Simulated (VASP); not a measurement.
Set up this calculation in VASP 6.6.1, as the native input.

```yaml
Task: single point
Functional: PBE
Potentials_or_basis: VASP PAW PBE potentials, release 64 (Bi_d, Te)
Cutoff: 520 eV
k_mesh: 4 × 4 × 4
Occupations: gaussian, width 0.1 eV
Spin: no spin polarisation
Dipole_correction: no
Further_INCAR_settings: ALGO = Normal; EDIFF = 1e-06; NBANDS = 32
```

The structure of Bi2Te3 lies in POSCAR:

```
Bi2Te3
1.0
    2.3086414384      1.1493621464      9.7369475067
   -2.1494152868      1.1856302726      9.6969445837
    0.1110221945     -2.6715413054      9.7600887601
Bi Te
2 3
Direct
    0.8289286942      0.7994239825      0.8086857029
    0.4053186939      0.3978121011      0.4082644180
    0.5964299767      0.6277468824      0.6142450494
    0.1903375333      0.2057833788      0.2060576523
   -0.0273130580      0.0165551745      0.0093913521
```

These files were run (other wordings do the same):

INCAR

```
PREC = Accurate ; ENCUT = 520
EDIFF = 1E-6 ; ISMEAR = 0
SIGMA = 0.1 ; LREAL = F
LASPH = T ; NELM = 80
ALGO = Normal ; ISIF = 2
LWAVE = F ; LCHARG = F
GGA = PE ; NBANDS = 32
```

KPOINTS

```
regular mesh
0
Gamma
  4 4 4
```

Potentials or basis: VASP PAW PBE potentials, release 64 (Bi_d, Te).

Run with:

```bash
$ cat potpaw_PBE.64/Bi_d/POTCAR potpaw_PBE.64/Te/POTCAR > POTCAR
$ mpirun -np 1 vasp_std > vasp.out
```

It gave:

```
Pressure               : 2.5 GPa
Largest force          : 1.608 eV/Å
Band gap on the k mesh : zero (band 24 reaches 6.58 eV, above the bottom of band 25 at 6.38 eV)
```

Caveat: the k points lie up to 0.41 Å⁻¹ apart; spin-orbit coupling is left out, which moves the levels of the heavy elements; forces of over 1 eV/Å act on the atoms, so gaps and moduli don't describe the material at rest.

Run time: 9.6 min on 1 thread of Intel(R) Xeon(R) Platinum 8559C (Emerald Rapids), on a shared host, peak memory 0.95 GiB.
